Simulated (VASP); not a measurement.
# PbSe (Fm-3m) in VASP: notebook

PbSe is run at these levels: PBE; tasks: single point.

Everything below comes from runs of VASP 6.6.1. Logs are shortened: lines on timing, memory, paths and dates and some standing lists are left out, and cuts for length are marked.

**1. The cell of the first run**

The structure is cubic, space group Fm-3m (No. 225). The conventional cell has a = 6.145 Å, b = 6.145 Å, c = 6.145 Å, α = 90.00°, β = 90.00°, γ = 90.00°. Within 4.0 Å of Pb (site symmetry m-3m) lie 6 Se at 3.07 Å. Se (site symmetry m-3m) has 6 Pb at 3.07 Å within 4.0 Å.

**2. Single point, PBE**

The input, INCAR:

```
PREC = Accurate
ENCUT = 520
EDIFF = 1E-7
ISMEAR = 0
SIGMA = 0.05
LREAL = F
LASPH = T
NELM = 100
ALGO = Normal
ISIF = 2
LWAVE = F
LCHARG = F
GGA = PE
NBANDS = 17
```

The input, KPOINTS:

```
regular mesh
0
Gamma
  6 6 6
```

The input, POSCAR:

```
PbSe
1.0
    0.0000000000      3.0723254011      3.0723254011
    3.0723254011      0.0000000000      3.0723254011
    3.0723254011      3.0723254011      0.0000000000
Pb Se
1 1
Direct
    0.5000000000      0.5000000000      0.5000000000
    0.0000000000      0.0000000000      0.0000000000
```

Potentials or basis: VASP PAW PBE potentials, release 64 (Pb_d, Se).

Command:

```sh
cat potpaw_PBE.64/Pb_d/POTCAR potpaw_PBE.64/Se/POTCAR > POTCAR
mpirun -np 1 vasp_std > vasp.out
```

OUTCAR:

```text
PREC = Accurate
   ENCUT = 520
   EDIFF = 1E-7
   ISMEAR = 0
   LREAL = F
   LASPH = T
   NELM = 100
   ISIF = 2
   GGA = PE

 ion  position               nearest neighbor table
   1  0.500  0.500  0.500-   2 3.07   2 3.07   2 3.07   2 3.07   2 3.07   2 3.07
   2  0.000  0.000  0.000-   1 3.07   1 3.07   1 3.07   1 3.07   1 3.07   1 3.07

  LATTYP: Found a face centered cubic cell.
 ALAT       =     6.1446508022

  Lattice vectors:

 A1 = (   0.0000000000,   3.0723254011,   3.0723254011)
 A2 = (   3.0723254011,   0.0000000000,   3.0723254011)
 A3 = (   3.0723254011,   3.0723254011,   0.0000000000)

Analysis of symmetry for initial positions (statically):
=====================================================================
 Subroutine PRICEL returns:
 Original cell was already a primitive cell.

 Routine SETGRP: Setting up the symmetry group for a
 face centered cubic supercell.

 Subroutine GETGRP returns: Found 48 space group operations
 (whereof 48 operations were pure point group operations)
 out of a pool of 48 trial point group operations.

The static configuration has the point symmetry O_h .

Analysis of symmetry for dynamics (positions and initial velocities):
=====================================================================
 Subroutine PRICEL returns:
 Original cell was already a primitive cell.

 Routine SETGRP: Setting up the symmetry group for a
 face centered cubic supercell.

 Subroutine GETGRP returns: Found 48 space group operations
 (whereof 48 operations were pure point group operations)
 out of a pool of 48 trial point group operations.

The dynamic configuration has the point symmetry O_h .

 Subroutine INISYM returns: Found 48 space group operations
 (whereof 48 operations are pure point group operations),
 and found     1 'primitive' translations

----------------------------------------------------------------------------------------

                                     Primitive cell

  volume of cell :      58.0005

  direct lattice vectors                    reciprocal lattice vectors
     0.000000000  3.072325401  3.072325401    -0.162743178  0.162743178  0.162743178
     3.072325401  0.000000000  3.072325401     0.162743178 -0.162743178  0.162743178
     3.072325401  3.072325401  0.000000000     0.162743178  0.162743178 -0.162743178

  length of vectors
     4.344924250  4.344924250  4.344924250     0.281879453  0.281879453  0.281879453

  position of ions in fractional coordinates (direct lattice)
     0.500000000  0.500000000  0.500000000
     0.000000000  0.000000000  0.000000000

  ion indices of the primitive-cell ions
   primitive index   ion index
                 1           1
                 2           2

----------------------------------------------------------------------------------------

 KPOINTS: regular mesh

Automatic generation of k-mesh.
 Grid dimensions read from file:
 generate k-points for:    6    6    6

 Generating k-lattice:

  Cartesian coordinates                     Fractional coordinates (reciprocal lattice)
    -0.027123863  0.027123863  0.027123863     0.166666667  0.000000000  0.000000000
     0.027123863 -0.027123863  0.027123863     0.000000000  0.166666667  0.000000000
     0.027123863  0.027123863 -0.027123863     0.000000000  0.000000000  0.166666667

  Length of vectors
     0.046979909  0.046979909  0.046979909

  Shift w.r.t. Gamma in fractional coordinates (k-lattice)
     0.000000000  0.000000000  0.000000000

 Subroutine IBZKPT returns following result:
 ===========================================

 Found     16 irreducible k-points:

 Following reciprocal coordinates:
            Coordinates               Weight
  0.000000  0.000000  0.000000      1.000000
  0.166667  0.000000  0.000000      8.000000
  0.333333  0.000000  0.000000      8.000000
  0.500000  0.000000  0.000000      4.000000
  0.166667  0.166667  0.000000      6.000000
  0.333333  0.166667  0.000000     24.000000
[... 8 lines left out ...]
 -0.333333  0.333333  0.166667     24.000000
 -0.333333  0.500000  0.166667     12.000000
   k-points           NKPTS =     16   k-points in BZ     NKDIM =     16   number of bands    NBANDS=     17
   number of dos      NEDOS =    301   number of ions     NIONS =      2
   total plane-waves  NPLWV =  32768
   dimension x,y,z NGX =    32 NGY =   32 NGZ =   32
   dimension x,y,z NGXF=    64 NGYF=   64 NGZF=   64
   ions per type =               1   1
   NGX,Y,Z   is equivalent  to a cutoff of  12.24, 12.24, 12.24 a.u.
   NGXF,Y,Z  is equivalent  to a cutoff of  24.49, 24.49, 24.49 a.u.
 SYSTEM =  unknown system
   PREC   = accura    normal or accurate (medium, high low for compatibility)
   ISTART =      0    job   : 0-new  1-cont  2-samecut
   ICHARG =      2    charge: 1-file 2-atom 10-const
   ISPIN  =      1    spin polarized calculation?
   LNONCOLLINEAR =      F non collinear calculations
   LSORBIT =      F    spin-orbit coupling
   LASPH  =      T    aspherical Exc in radial PAW
   ENCUT  =  520.0 eV  38.22 Ry    6.18 a.u.   8.08  8.08  8.08*2*pi/ulx,y,z
   NELM   =    100;   NELMIN=  2; NELMDL= -5     # of ELM steps
   EDIFF  = 0.1E-06   stopping-criterion for ELM
   LREAL  =      F    real-space projection
   EDIFFG = 0.1E-05   stopping-criterion for IOM
   NSW    =      0    number of steps for IOM
   IBRION =     -1    ionic relax: 0-MD 1-quasi-New 2-CG
   NFREE  =      0    steps in history (QN), initial steepest desc. (CG)
   ISIF   =      2    stress and relaxation
   ISYM   =      2    0-nonsym 1-usesym 2-fastsym
   POTIM  = 0.5000    time-step for ionic-motion
   TEBEG  =    0.0;   TEEND  =   0.0 temperature during run
   PSTRESS=    0.0 pullay stress
   NELECT =      20.0000    total number of electrons
   NUPDOWN=      -1.0000    fix difference up-down
   EMIN   =  10.00;   EMAX   =-10.00  energy-range for DOS
   EFERMI =   0.00;   METHOD = LEGACY
   ISMEAR =     0;   SIGMA  =   0.05  broadening in eV -4-tet -1-fermi 0-gaus
   EFERMI_NEDOS =   21; number of points for ismear=-14 and -15
   IALGO  =     38    algorithm
   IMIX   =      4    mixing-type and parameters
     AMIX     =   0.40;   BMIX     =  1.00
     AMIX_MAG =   1.60;   BMIX_MAG =  1.00
  volume/ion in A,a.u.               =      29.00       195.70
  Fermi-wavevector in a.u.,A,eV,Ry     =   1.147998  2.169401 17.931095  1.317898
  Thomas-Fermi vector in A             =   2.284675
   LORBIT       =      0    0 simple, 1 ext, 2 COOP (PROOUT), +10 PAW based schemes
   GGA     = PE    functional components
   LHFCALC =     F    Hartree Fock is set to
   AEXX    =    0.0000 exact exchange contribution
   IVDW    =     0    specifies the selected vdW correction
   LEPSILON=     F    determine dielectric tensor
   LRPA    =     F    only Hartree local field effects (RPA)
 non-spin polarized calculation
 Gauss-broadening in eV      SIGMA  =   0.05
  energy-cutoff  :      520.00
  volume of cell :       58.00
 maximum number of plane-waves:      1588
   NGX = 17   NGY = 17   NGZ = 17

 number of electron      19.9999996 magnetization

 Free energy of the ion-electron system (eV)
  ---------------------------------------------------
  ext. energy  EPLUGINS =         0.00000000
  ---------------------------------------------------
  free energy    TOTEN  =        -8.18989782 eV

  energy without entropy =       -8.18989780  energy(sigma->0) =       -8.18989781

 E-fermi :   5.0822     XC(G=0):  -9.4786

 val. band max:        4.9171564892   @ k =   0.5000   0.0000   0.0000
 cond. band min:       5.2472417603   @ k =   0.5000   0.0000   0.0000
 fundamental gap:      0.3300852711
 Fermi energy:         5.0821983941

 k-point     1 :       0.0000    0.0000    0.0000
  band No.  band energies     occupation
      1     -11.8900      2.00000
      2     -11.8900      2.00000
      3     -11.8900      2.00000
      4     -11.8856      2.00000
      5     -11.8856      2.00000
      6      -8.5723      2.00000
[... 9 lines left out ...]
     16      11.4681      0.00000
     17      13.1354      0.00000

 k-point     2 :       0.1667    0.0000    0.0000
  band No.  band energies     occupation
      1     -11.8924      2.00000
      2     -11.8924      2.00000
      3     -11.8891      2.00000
      4     -11.8812      2.00000
      5     -11.8812      2.00000
      6      -8.3696      2.00000
[... 9 lines left out ...]
     16      12.0404      0.00000
     17      14.7936      0.00000

 k-point     3 :       0.3333    0.0000    0.0000
  band No.  band energies     occupation
      1     -11.9037      2.00000
      2     -11.9037      2.00000
      3     -11.8876      2.00000
      4     -11.8657      2.00000
      5     -11.8657      2.00000
      6      -7.8683      2.00000
[... 9 lines left out ...]
     16      13.4840      0.00000
     17      16.6885      0.00000

 k-point     4 :       0.5000    0.0000    0.0000
  band No.  band energies     occupation
      1     -11.9095      2.00000
      2     -11.9095      2.00000
      3     -11.8870      2.00000
      4     -11.8578      2.00000
      5     -11.8578      2.00000
      6      -7.5337      2.00000
[... 9 lines left out ...]
     16      15.0879      0.00000
     17      15.0879      0.00000
[... 183 lines left out ...]
      1     -11.9467      2.00000
      2     -11.8903      2.00000
      3     -11.8887      2.00000
      4     -11.8630      2.00000
      5     -11.8590      2.00000
      6      -7.4863      2.00000
[... 9 lines left out ...]
     16      15.1700      0.00000
     17      15.4922      0.00000

 k-point    15 :      -0.3333    0.3333    0.1667
  band No.  band energies     occupation
      1     -11.9552      2.00000
      2     -11.8921      2.00000
      3     -11.8774      2.00000
      4     -11.8745      2.00000
      5     -11.8527      2.00000
      6      -7.2519      2.00000
[... 9 lines left out ...]
     16      16.2986      0.00000
     17      16.3497      0.00000

 k-point    16 :      -0.3333    0.5000    0.1667
  band No.  band energies     occupation
      1     -11.9814      2.00000
      2     -11.8930      2.00000
      3     -11.8800      2.00000
      4     -11.8630      2.00000
      5     -11.8474      2.00000
      6      -7.1590      2.00000
[... 9 lines left out ...]
     16      16.5452      0.00000
     17      17.5678      0.00000

------------------------ aborting loop because EDIFF is reached ----------------------------------------

  FORCE on cell =-STRESS in cart. coord.  units (eV):
  Direction    XX          YY          ZZ          XY          YZ          ZX
  --------------------------------------------------------------------------------------
  -------------------------------------------------------------------------------------
  Total        0.6272412      0.6272412      0.6272412      0.0000000      0.0000000     -0.0000000
  in kB       17.3266064     17.3266064     17.3266064      0.0000000      0.0000000     -0.0000000
  external PRESSURE =      17.3266064 kB  Pullay stress =       0.0000000 kB

 VOLUME and BASIS-vectors are now :
 -----------------------------------------------------------------------------
  energy-cutoff  :      520.00
  volume of cell :       58.00
      direct lattice vectors                 reciprocal lattice vectors
     0.000000000  3.072325401  3.072325401    -0.162743178  0.162743178  0.162743178
     3.072325401  0.000000000  3.072325401     0.162743178 -0.162743178  0.162743178
     3.072325401  3.072325401  0.000000000     0.162743178  0.162743178 -0.162743178

 POSITION                                       TOTAL-FORCE (eV/Angst)
 -----------------------------------------------------------------------------------
      3.07233      3.07233      3.07233         0.000000      0.000000      0.000000
      0.00000      0.00000      0.00000        -0.000000     -0.000000     -0.000000
 -----------------------------------------------------------------------------------
    total drift:                                0.000000     -0.000000      0.000000

  FREE ENERGIE OF THE ION-ELECTRON SYSTEM (eV)
  ---------------------------------------------------
  free  energy   TOTEN  =        -8.1898978191 eV

  energy  without entropy=       -8.1898977997  energy(sigma->0) =       -8.18989781
```

Wall time 7.4 s (1 thread of Intel Xeon 6975P-C (Granite Rapids), shared host); peak memory 0.17 GiB.

Results:

```
Free energy            : -8.1899 eV
Pressure               : 1.7 GPa
Band gap on the k mesh : 0.33 eV, direct
```

Levels at points of the mesh, in eV from the valence-band top:
| k point | band 8 | band 9 | band 10 | band 11 | band 12 | band 13 |
| --- | --- | --- | --- | --- | --- | --- |
| (0.00, 0.00, 0.00) | -1.82 | -1.82 | -1.82 | 4.70 | 4.70 | 4.70 |
| (0.50, 0.00, 0.00) | -1.42 | -1.42 | 0.00 | 0.33 | 1.73 | 1.73 |
| (0.50, 0.50, 0.00) | -4.88 | -3.15 | -3.15 | 3.75 | 5.58 | 5.58 |

Caveat: spin-orbit coupling is left out, which moves the levels of the heavy elements.

**3. Single point, PBE**

This run uses another cell than the first one, of 29.34 Å³/atom, 1.012 times its volume.

The input, INCAR:

```
PREC = Accurate ; ENCUT = 520
EDIFF = 1E-6 ; ISMEAR = 0
SIGMA = 0.05 ; LREAL = False
LASPH = True ; NELM = 80
ALGO = Normal ; ISIF = 2
LWAVE = False ; LCHARG = False
GGA = PE ; NBANDS = 17
```

KPOINTS is that of step 2.

The input, POSCAR:

```
PbSe
1.0
    0.0000000000      3.0842268718      3.0842268718
    3.0842268718      0.0000000000      3.0842268718
    3.0842268718      3.0842268718      0.0000000000
Pb Se
1 1
Direct
    0.5000000000      0.5000000000      0.5000000000
    0.0000000000      0.0000000000      0.0000000000
```

Potentials or basis: VASP PAW PBE potentials, release 64 (Pb_d, Se).

Command:

```sh
cat potpaw_PBE.64/Pb_d/POTCAR potpaw_PBE.64/Se/POTCAR > POTCAR
mpirun -np 1 vasp_std > vasp.out
```

Run time: 7 s. Hardware: 1 thread of Intel Xeon 6975P-C (Granite Rapids), shared host; peak memory 0.17 GiB.

The run converged. Its results:

| Quantity | Value |
| --- | --- |
| Free energy | -8.1961 eV |
| Pressure | 1.1 GPa |
| Band gap on the k mesh | 0.37 eV, direct |

Levels at points of the mesh, in eV from the valence-band top:
| k point | band 6 | band 7 | band 8 | band 9 | band 10 | band 11 | band 12 | band 13 | band 14 | band 15 |
| --- | --- | --- | --- | --- | --- | --- | --- | --- | --- | --- |
| (0.00, 0.00, 0.00) | -13.38 | -6.32 | -1.76 | -1.76 | -1.76 | 4.68 | 4.68 | 4.68 | 6.59 | 6.59 |
| (0.50, 0.00, 0.00) | -12.37 | -8.66 | -1.37 | -1.37 | 0.00 | 0.37 | 1.77 | 1.77 | 8.54 | 10.14 |
| (0.50, 0.50, 0.00) | -12.04 | -7.33 | -4.77 | -3.07 | -3.07 | 3.81 | 5.54 | 5.54 | 5.97 | 11.26 |

Caveat: spin-orbit coupling is left out, which moves the levels of the heavy elements. A k mesh can miss the band edges.
